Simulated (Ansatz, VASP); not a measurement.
## One calculation of TiC, two programs

```xyz
14
Lattice="3.0129 0.0000 0.0000 0.0000 3.0129 0.0000 0.0000 0.0000 27.7825" Properties=species:S:1:pos:R:3 pbc="T T T"
Ti    1.5064    1.5064    7.5000
Ti    0.0000    0.0000    9.6304
Ti    1.5064    1.5064   11.7608
Ti    0.0000    0.0000   13.8912
Ti    1.5064    1.5064   16.0216
Ti    0.0000    0.0000   18.1521
Ti    1.5064    1.5064   20.2825
C     0.0000    0.0000    7.5000
C     1.5064    1.5064    9.6304
C     0.0000    0.0000   11.7608
C     1.5064    1.5064   13.8912
C     0.0000    0.0000   16.0216
C     1.5064    1.5064   18.1521
C     0.0000    0.0000   20.2825
```

Alike in both runs: task single point; functional LDA; k mesh 11 × 11 × 1; occupations gaussian, width 0.1 eV; no spin polarisation.

|  | VASP | Ansatz |
| --- | --- | --- |
| version | VASP 6.6.1 | Ansatz 0.2.0 |
| potentials or method | VASP PAW LDA potentials, release 64 (Ti_sv, C), cutoff 520 eV | scalar-relativistic, plane waves, PAW |
| valence electrons in the cell | 112 | 112 |

VASP gave:

```
gap on the k mesh at the Fermi level (eV) : none
rms of the force components (eV/Å)        : 0.412
```

Task: What did Ansatz give for the same quantities?

Result: gap on the k mesh at the Fermi level (eV): none; rms of the force components (eV/Å): 0.415.

LDA's correlation is that of Perdew and Zunger in VASP and of Perdew and Wang (1992) in Ansatz. A gap of «none» marks a metal or a gap that the smearing closes. Ansatz's warnings: xc potential rough in thin density.
